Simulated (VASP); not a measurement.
The system is InP.

```
In P
1.0
     0.00000    2.87068    2.87068
     2.87068    0.00000    2.87068
     2.87068    2.87068    0.00000
In P
1 1
Direct
  0.00000 0.00000 0.00000
  0.75000 0.75000 0.75000
```

This cell differs from its parent crystal: volume scaled by 0.94.

Base run:

| Item | Value |
| --- | --- |
| Program | VASP 6.6.1 |
| Functional | PBEsol |
| Potentials or basis | VASP PAW PBE potentials, release 64 (In_d, P) |
| Cutoff | 520 eV |
| k mesh | 8 × 8 × 8 |
| Occupations | fermi-dirac, width 0.05 eV |
| Spin | no spin polarisation |

Its results: band gap on the k mesh 0.94 eV, direct; pressure 5.5 GPa.

Problem. The run is repeated on the same cell with these changes: dispersion from none to D4. What comes out?

Solution. Band gap on the k mesh 0.94 eV, direct; pressure 4.2 GPa.

Dispersion adds attraction, which lowers the pressure at fixed volume and, as a term added to the energy, leaves the levels alone.

Caveats: the PAW data sets were made with another functional, which shifts forces and pressure a little; spin-orbit coupling is left out, which moves the levels of the heavy elements.

